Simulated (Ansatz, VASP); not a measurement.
## Y in VASP and in Ansatz

The input INCAR:

```
SYSTEM = Y
PREC = Accurate
ENCUT = 600
EDIFF = 1E-6
ISMEAR = -1
SIGMA = 0.08
LREAL = .FALSE.
LASPH = .TRUE.
NELM = 60
ALGO = Normal
ISIF = 3
LWAVE = .FALSE.
LCHARG = .FALSE.
GGA = PE
IBRION = 2
NSW = 60
EDIFFG = -0.005
```

KPOINTS

```
Automatic mesh
0
G
  10 10 3
  0 0 0
```

POSCAR

```
Y
1.0
    3.6040421749      0.0000000000      0.0000000000
   -1.8020210874      3.1211920798      0.0000000000
    0.0000000000      0.0000000000     11.7131370683
Y
4
Direct
    0.0000000000      0.0000000000      0.0000000000
    0.0000000000      0.0000000000      0.5000000000
    0.3333333333      0.6666666667      0.2500000000
    0.6666666667      0.3333333333      0.7500000000
```

Input for Ansatz:

```yaml
crystal:
  lattice:
    - [3.6040421749, 0.0, 0.0]
    - [-1.8020210874, 3.1211920798, 0.0]
    - [0.0, 0.0, 11.7131370683]
  atoms:
    - { symbol: "Y", position: [0.0, 0.0, 0.0] }
    - { symbol: "Y", position: [0.0, 0.0, 0.5] }
    - { symbol: "Y", position: [0.3333333333, 0.6666666667, 0.25] }
    - { symbol: "Y", position: [0.6666666667, 0.3333333333, 0.75] }
kpoints:
  mp_grid: { grid: [10, 10, 3] }
scf:
  occupations: { method: fermi_dirac, width: 0.08 }
hamiltonian:
  xc: pbe
  pseudopotentials: { kind: paw }
output:
  forces: true
  stress: true
relax:
  f_tol: 0.005
  max_steps: 40
  cell: {}
```

Alike in both runs: task relaxation of cell and atoms; functional PBE; k mesh 10 × 10 × 3; occupations fermi-dirac, width 0.08 eV; no spin polarisation.

|  | VASP | Ansatz |
| --- | --- | --- |
| version | VASP 6.6.1 | Ansatz 0.2.0 |
| potentials or method | VASP PAW PBE potentials, release 64 (Y_sv) | PAW with Ansatz's default frozen-core files, scalar-relativistic |
| plane-wave cutoff (eV) | 600 | 420 |
| valence electrons in the cell | 44 | 44 |

```tsv
	VASP	Ansatz	Ansatz less VASP
relaxed volume (Å³/atom)	32.47	32.55	+0.078
relaxed length of the cell vector where the two differ most in proportion (Å)	11.557	11.569	+0.0121
```
